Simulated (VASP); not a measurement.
Input of a VASP 6.6.1 run:

Contents of INCAR:

```
PREC = Accurate ; ENCUT = 400
EDIFF = 1E-8 ; ISMEAR = -1
SIGMA = 0.08 ; LREAL = False
LASPH = True ; NELM = 120
ALGO = Normal ; ISIF = 2
LWAVE = False ; LCHARG = False
GGA = PE ; LEFG = True
NBANDS = 12 ; GGA_COMPAT = False
```

Contents of KPOINTS:

```
Automatic mesh
0
Gamma
  14 14 14
```

Contents of POSCAR:

```
Zr
1.0
   -1.8338185209      1.8338185209      1.8338185209
    1.8338185209     -1.8338185209      1.8338185209
    1.8338185209      1.8338185209     -1.8338185209
Zr
1
Direct
    0.0000000000      0.0000000000      0.0000000000
```

Potentials or basis: VASP PAW PBE potentials, release 64 (Zr_sv).

Command:

```console
$ cat potpaw_PBE.64/Zr_sv/POTCAR > POTCAR
$ mpirun -np 1 vasp_std > vasp.out
```

(1) What does it give for the band gap on the k mesh?

(2) What does it give for the pressure?

Results:

(1) zero (bands 6 and 7 overlap by 1.69 eV).

(2) -6.0 GPa.

Caveat: the cell stands under tension.
